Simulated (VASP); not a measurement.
# La4C3 (Pm-3m) in VASP: single point with PBE

Aim: the single point of La4C3 with PBE.

Everything below comes from runs of VASP 6.6.1. Logs are shortened: lines on timing, memory, paths and dates and some standing lists are left out, and cuts for length are marked.

## Step 1: The cell of the first run

The structure is cubic, space group Pm-3m (No. 221). Conventional cell: a = 5.449 Å, b = 5.449 Å, c = 5.449 Å, α = 90.00°, β = 90.00°, γ = 90.00°. La (site symmetry 4/mmm) has 2 La at 2.72 Å and 4 C at 2.72 Å within 3.6 Å. La (site symmetry m-3m) has 6 La at 2.72 Å within 3.6 Å. C (site symmetry 4/mmm) has 4 La at 2.72 Å within 3.6 Å.

The cell was built from a structure type or drawn by symmetry, and may not be a known phase.

## Step 2: Single point, PBE

Contents of INCAR:

```
PREC = Accurate ; ENCUT = 520
EDIFF = 1E-7 ; ISMEAR = 0
SIGMA = 0.1 ; LREAL = F
LASPH = T ; NELM = 60
ALGO = Normal ; ISIF = 2
LWAVE = F ; LCHARG = F
GGA = PE ; NBANDS = 37
```

Contents of KPOINTS:

```
regular mesh
0
Gamma
  4 4 4
```

Contents of POSCAR:

```
La4C3
1.0
    5.4490431900      0.0000000000      0.0000000000
    0.0000000000      5.4490431900      0.0000000000
    0.0000000000      0.0000000000      5.4490431900
La C
4 3
Direct
    0.5000000000      0.0000000000      0.0000000000
    0.0000000000      0.5000000000      0.0000000000
    0.0000000000      0.0000000000      0.5000000000
    0.0000000000      0.0000000000      0.0000000000
    0.0000000000      0.5000000000      0.5000000000
    0.5000000000      0.0000000000      0.5000000000
    0.5000000000      0.5000000000      0.0000000000
```

Potentials or basis: VASP PAW PBE potentials, release 64 (La, C).

On the command line:

```
cat potpaw_PBE.64/La/POTCAR potpaw_PBE.64/C/POTCAR > POTCAR
mpirun -np 1 vasp_std > vasp.out
```

OUTCAR:

```text
PREC = Accurate
   ENCUT = 520
   EDIFF = 1E-7
   ISMEAR = 0
   LREAL = F
   LASPH = T
   NELM = 60
   ISIF = 2
   GGA = PE

 ion  position               nearest neighbor table
   1  0.500  0.000  0.000-   4 2.72   6 2.72   7 2.72   6 2.72   7 2.72   4 2.72
   2  0.000  0.500  0.000-   4 2.72   5 2.72   7 2.72   5 2.72   4 2.72   7 2.72
   3  0.000  0.000  0.500-   4 2.72   5 2.72   6 2.72   4 2.72   5 2.72   6 2.72
   4  0.000  0.000  0.000-   1 2.72   2 2.72   3 2.72   3 2.72   2 2.72   1 2.72
   5  0.000  0.500  0.500-   2 2.72   3 2.72   2 2.72   3 2.72
   6  0.500  0.000  0.500-   1 2.72   3 2.72   1 2.72   3 2.72
   7  0.500  0.500  0.000-   1 2.72   2 2.72   1 2.72   2 2.72

  LATTYP: Found a simple cubic cell.
 ALAT       =     5.4490431900

  Lattice vectors:

 A1 = (   5.4490431900,   0.0000000000,   0.0000000000)
 A2 = (   0.0000000000,   5.4490431900,   0.0000000000)
 A3 = (   0.0000000000,   0.0000000000,   5.4490431900)

Analysis of symmetry for initial positions (statically):
=====================================================================
 Subroutine PRICEL returns:
 Original cell was already a primitive cell.

 Routine SETGRP: Setting up the symmetry group for a
 simple cubic supercell.

 Subroutine GETGRP returns: Found 48 space group operations
 (whereof 48 operations were pure point group operations)
 out of a pool of 48 trial point group operations.

The static configuration has the point symmetry O_h .

Analysis of symmetry for dynamics (positions and initial velocities):
=====================================================================
 Subroutine PRICEL returns:
 Original cell was already a primitive cell.

 Routine SETGRP: Setting up the symmetry group for a
 simple cubic supercell.

 Subroutine GETGRP returns: Found 48 space group operations
 (whereof 48 operations were pure point group operations)
 out of a pool of 48 trial point group operations.

The dynamic configuration has the point symmetry O_h .

 Subroutine INISYM returns: Found 48 space group operations
 (whereof 48 operations are pure point group operations),
 and found     1 'primitive' translations

----------------------------------------------------------------------------------------

                                     Primitive cell

  volume of cell :     161.7934

  direct lattice vectors                    reciprocal lattice vectors
     5.449043190  0.000000000  0.000000000     0.183518457  0.000000000  0.000000000
     0.000000000  5.449043190  0.000000000     0.000000000  0.183518457  0.000000000
     0.000000000  0.000000000  5.449043190     0.000000000  0.000000000  0.183518457

  length of vectors
     5.449043190  5.449043190  5.449043190     0.183518457  0.183518457  0.183518457

  position of ions in fractional coordinates (direct lattice)
     0.500000000  0.000000000  0.000000000
     0.000000000  0.500000000  0.000000000
     0.000000000  0.000000000  0.500000000
     0.000000000  0.000000000  0.000000000
     0.000000000  0.500000000  0.500000000
     0.500000000  0.000000000  0.500000000
     0.500000000  0.500000000  0.000000000

  ion indices of the primitive-cell ions
   primitive index   ion index
                 1           1
                 2           2
                 3           3
                 4           4
                 5           5
                 6           6
                 7           7

----------------------------------------------------------------------------------------

 KPOINTS: regular mesh

Automatic generation of k-mesh.
 Grid dimensions read from file:
 generate k-points for:    4    4    4

 Generating k-lattice:

  Cartesian coordinates                     Fractional coordinates (reciprocal lattice)
     0.045879614  0.000000000  0.000000000     0.250000000  0.000000000  0.000000000
     0.000000000  0.045879614  0.000000000     0.000000000  0.250000000  0.000000000
     0.000000000  0.000000000  0.045879614     0.000000000  0.000000000  0.250000000

  Length of vectors
     0.045879614  0.045879614  0.045879614

  Shift w.r.t. Gamma in fractional coordinates (k-lattice)
     0.000000000  0.000000000  0.000000000

 Subroutine IBZKPT returns following result:
 ===========================================

 Found     10 irreducible k-points:

 Following reciprocal coordinates:
            Coordinates               Weight
  0.000000  0.000000  0.000000      1.000000
  0.250000  0.000000  0.000000      6.000000
  0.500000  0.000000  0.000000      3.000000
  0.250000  0.250000  0.000000     12.000000
  0.500000  0.250000  0.000000     12.000000
  0.500000  0.500000  0.000000      3.000000
  0.250000  0.250000  0.250000      8.000000
  0.500000  0.250000  0.250000     12.000000
  0.500000  0.500000  0.250000      6.000000
  0.500000  0.500000  0.500000      1.000000
   k-points           NKPTS =     10   k-points in BZ     NKDIM =     10   number of bands    NBANDS=     37
   number of dos      NEDOS =    301   number of ions     NIONS =      7
   total plane-waves  NPLWV =  74088
   dimension x,y,z NGX =    42 NGY =   42 NGZ =   42
   dimension x,y,z NGXF=    84 NGYF=   84 NGZF=   84
   ions per type =               4   3
   NGX,Y,Z   is equivalent  to a cutoff of  12.81, 12.81, 12.81 a.u.
   NGXF,Y,Z  is equivalent  to a cutoff of  25.63, 25.63, 25.63 a.u.
 SYSTEM =  unknown system
   PREC   = accura    normal or accurate (medium, high low for compatibility)
   ISTART =      0    job   : 0-new  1-cont  2-samecut
   ICHARG =      2    charge: 1-file 2-atom 10-const
   ISPIN  =      1    spin polarized calculation?
   LNONCOLLINEAR =      F non collinear calculations
   LSORBIT =      F    spin-orbit coupling
   LASPH  =      T    aspherical Exc in radial PAW
   ENCUT  =  520.0 eV  38.22 Ry    6.18 a.u.  10.13 10.13 10.13*2*pi/ulx,y,z
   NELM   =     60;   NELMIN=  2; NELMDL= -5     # of ELM steps
   EDIFF  = 0.1E-06   stopping-criterion for ELM
   LREAL  =      F    real-space projection
   EDIFFG = 0.1E-05   stopping-criterion for IOM
   NSW    =      0    number of steps for IOM
   IBRION =     -1    ionic relax: 0-MD 1-quasi-New 2-CG
   NFREE  =      0    steps in history (QN), initial steepest desc. (CG)
   ISIF   =      2    stress and relaxation
   ISYM   =      2    0-nonsym 1-usesym 2-fastsym
   POTIM  = 0.5000    time-step for ionic-motion
   TEBEG  =    0.0;   TEEND  =   0.0 temperature during run
   PSTRESS=    0.0 pullay stress
   NELECT =      56.0000    total number of electrons
   NUPDOWN=      -1.0000    fix difference up-down
   EMIN   =  10.00;   EMAX   =-10.00  energy-range for DOS
   EFERMI =   0.00;   METHOD = LEGACY
   ISMEAR =     0;   SIGMA  =   0.10  broadening in eV -4-tet -1-fermi 0-gaus
   EFERMI_NEDOS =   21; number of points for ismear=-14 and -15
   IALGO  =     38    algorithm
   IMIX   =      4    mixing-type and parameters
     AMIX     =   0.40;   BMIX     =  1.00
     AMIX_MAG =   1.60;   BMIX_MAG =  1.00
  volume/ion in A,a.u.               =      23.11       155.98
  Fermi-wavevector in a.u.,A,eV,Ry     =   1.149434  2.172115 17.975988  1.321198
  Thomas-Fermi vector in A             =   2.286103
   LORBIT       =      0    0 simple, 1 ext, 2 COOP (PROOUT), +10 PAW based schemes
   GGA     = PE    functional components
   LHFCALC =     F    Hartree Fock is set to
   AEXX    =    0.0000 exact exchange contribution
   IVDW    =     0    specifies the selected vdW correction
   LEPSILON=     F    determine dielectric tensor
   LRPA    =     F    only Hartree local field effects (RPA)
 non-spin polarized calculation
 Gauss-broadening in eV      SIGMA  =   0.10
  energy-cutoff  :      520.00
  volume of cell :      161.79
 maximum number of plane-waves:      4388
 NGX is ok and might be reduce to    42
   NGX = 21   NGY = 21   NGZ = 21

 number of electron      56.0000008 magnetization

 Free energy of the ion-electron system (eV)
  ---------------------------------------------------
  ext. energy  EPLUGINS =         0.00000000
  ---------------------------------------------------
  free energy    TOTEN  =       -34.00526341 eV

  energy without entropy =      -33.97975616  energy(sigma->0) =      -33.99250978

 E-fermi :   6.8038     XC(G=0):  -9.8394

 val. band max:        6.7902361973   @ k =   0.5000   0.5000   0.2500
 cond. band min:       6.8565286958   @ k =   0.2500   0.0000   0.0000
 fundamental gap:      0.0662924985
 Fermi energy:         6.8038187217

 k-point     1 :       0.0000    0.0000    0.0000
  band No.  band energies     occupation
      1     -26.6102      2.00000
      2     -24.8208      2.00000
      3     -24.8208      2.00000
      4     -24.0266      2.00000
      5     -12.5733      2.00000
      6     -12.5733      2.00000
[... 29 lines left out ...]
     36       8.5900      0.00000
     37       8.5911      0.00000

 k-point     2 :       0.2500    0.0000    0.0000
  band No.  band energies     occupation
      1     -26.5326      2.00000
      2     -24.8645      2.00000
      3     -24.8203      2.00000
      4     -24.1386      2.00000
      5     -12.5533      2.00000
      6     -12.5533      2.00000
[... 29 lines left out ...]
     36       8.4550      0.00000
     37       8.5356      0.00000

 k-point     3 :       0.5000    0.0000    0.0000
  band No.  band energies     occupation
      1     -26.4443      2.00000
      2     -24.9277      2.00000
      3     -24.8199      2.00000
      4     -24.2391      2.00000
      5     -12.5330      2.00000
      6     -12.5330      2.00000
[... 29 lines left out ...]
     36       8.3666      0.00000
     37       8.5062      0.00000
[... 201 lines left out ...]
 k-point     9 :       0.5000    0.5000    0.2500
  band No.  band energies     occupation
      1     -26.1189      2.00000
      2     -24.9262      2.00000
      3     -24.9262      2.00000
      4     -24.6882      2.00000
      5     -11.7175      2.00000
      6     -10.0481      2.00000
[... 29 lines left out ...]
     36       8.7192      0.00000
     37       8.7863      0.00000

 k-point    10 :       0.5000    0.5000    0.5000
  band No.  band energies     occupation
      1     -25.9564      2.00000
      2     -24.9257      2.00000
      3     -24.9257      2.00000
      4     -24.9257      2.00000
      5      -9.9581      2.00000
      6      -9.9581      2.00000
[... 29 lines left out ...]
     36       8.7331      0.00000
     37       8.7331      0.00000

------------------------ aborting loop because EDIFF is reached ----------------------------------------

  FORCE on cell =-STRESS in cart. coord.  units (eV):
  Direction    XX          YY          ZZ          XY          YZ          ZX
  --------------------------------------------------------------------------------------
  -------------------------------------------------------------------------------------
  Total        7.4353661      7.4353661      7.4353661      0.0000000      0.0000000      0.0000000
  in kB       73.6295570     73.6295570     73.6295570      0.0000000      0.0000000      0.0000000
  external PRESSURE =      73.6295570 kB  Pullay stress =       0.0000000 kB

 VOLUME and BASIS-vectors are now :
 -----------------------------------------------------------------------------
  energy-cutoff  :      520.00
  volume of cell :      161.79
      direct lattice vectors                 reciprocal lattice vectors
     5.449043190  0.000000000  0.000000000     0.183518457  0.000000000  0.000000000
     0.000000000  5.449043190  0.000000000     0.000000000  0.183518457  0.000000000
     0.000000000  0.000000000  5.449043190     0.000000000  0.000000000  0.183518457

 POSITION                                       TOTAL-FORCE (eV/Angst)
 -----------------------------------------------------------------------------------
      2.72452      0.00000      0.00000         0.000000      0.000000      0.000000
      0.00000      2.72452      0.00000         0.000000      0.000000      0.000000
      0.00000      0.00000      2.72452         0.000000      0.000000      0.000000
      0.00000      0.00000      0.00000         0.000000      0.000000      0.000000
      0.00000      2.72452      2.72452         0.000000      0.000000      0.000000
      2.72452      0.00000      2.72452         0.000000      0.000000      0.000000
      2.72452      2.72452      0.00000         0.000000      0.000000      0.000000
 -----------------------------------------------------------------------------------
    total drift:                               -0.000000      0.000000     -0.000000

  FREE ENERGIE OF THE ION-ELECTRON SYSTEM (eV)
  ---------------------------------------------------
  free  energy   TOTEN  =       -34.0052634083 eV

  energy  without entropy=      -33.9797561573  energy(sigma->0) =      -33.99250978
```

Wall time 4.7 min (1 thread of Intel Xeon Platinum 8259CL at 2.50GHz (Skylake/Cascade Lake), shared host); peak memory 0.28 GiB.

Results:

```
Free energy            : -34.0053 eV
Pressure               : 7.4 GPa
Band gap on the k mesh : zero (bands 28 and 29 overlap by 0.73 eV)
```

Caveat: the cell stands under pressure; spin-orbit coupling is left out, which moves the levels of the heavy elements.
